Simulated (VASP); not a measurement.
Set up this calculation in VASP 6.6.1, as the native input.

- Task: relaxation of cell and atoms
- Functional: PBE
- Potentials or basis: VASP PAW PBE potentials, release 64 (Be, Te)
- Cutoff: 600 eV
- k mesh: 12 × 12 × 8
- Occupations: gaussian, width 0.1 eV
- Spin: no spin polarisation
- Dipole correction: no
- Further INCAR settings: ALGO = Fast; EDIFF = 1e-07; IBRION = 2; EDIFFG = -0.01; NSW = 100; ISIF = 3

The structure of Be4Te lies in POSCAR:

```
Be4Te
1.0
    4.2868381807      0.0000000000      0.0000000000
   -2.1434190904      3.7125107664      0.0000000000
    0.0000000000      0.0000000000      5.0023201399
Be Te
4 1
Direct
    0.5000000000      0.5000000000      0.0000000000
    0.5000000000      0.0000000000      0.0000000000
    0.0000000000      0.5000000000      0.0000000000
    0.0000000000      0.0000000000      0.0000000000
    0.0000000000      0.0000000000      0.5000000000
```

The cell was generated, and may not be a known phase.

One way to write it, as run:

INCAR

```
SYSTEM = Be4Te
PREC = Accurate
ENCUT = 600
EDIFF = 1E-7
ISMEAR = 0
SIGMA = 0.1
LREAL = .False.
LASPH = .True.
NELM = 100
ALGO = Fast
ISIF = 3
LWAVE = .False.
LCHARG = .False.
GGA = PE
IBRION = 2
NSW = 100
EDIFFG = -0.01
```

KPOINTS

```
Automatic mesh
0
Gamma
  12 12 8
  0 0 0
```

Potentials or basis: VASP PAW PBE potentials, release 64 (Be, Te).

Launch:

```console
$ cat potpaw_PBE.64/Be/POTCAR potpaw_PBE.64/Te/POTCAR > POTCAR
$ mpirun -np 1 vasp_std > vasp.out
```

It gave:

```yaml
Relaxed_volume: 15.79 Å³/atom
Relaxed_cell: a = 4.305 Å, b = 4.305 Å, c = 4.920 Å, α = 90.00°, β = 90.00°, γ = 120.00°
Space_group_after_relaxing_to_0.1_Å: P6/mmm (No. 191)
Energy_gained_by_relaxing: 2.1 meV/atom
Ionic_steps: 5
Pressure_after_relaxing: 0.0 GPa
Band_gap_on_the_k_mesh: zero (bands 7 and 8 overlap by 2.24 eV)
```

Caveat: spin-orbit coupling is left out, which moves the levels of the heavy elements.

Wall time 2.3 min on 1 thread of AMD EPYC 9R45 96-Core Processor (Zen 5) (shared host), peak memory 0.27 GiB.
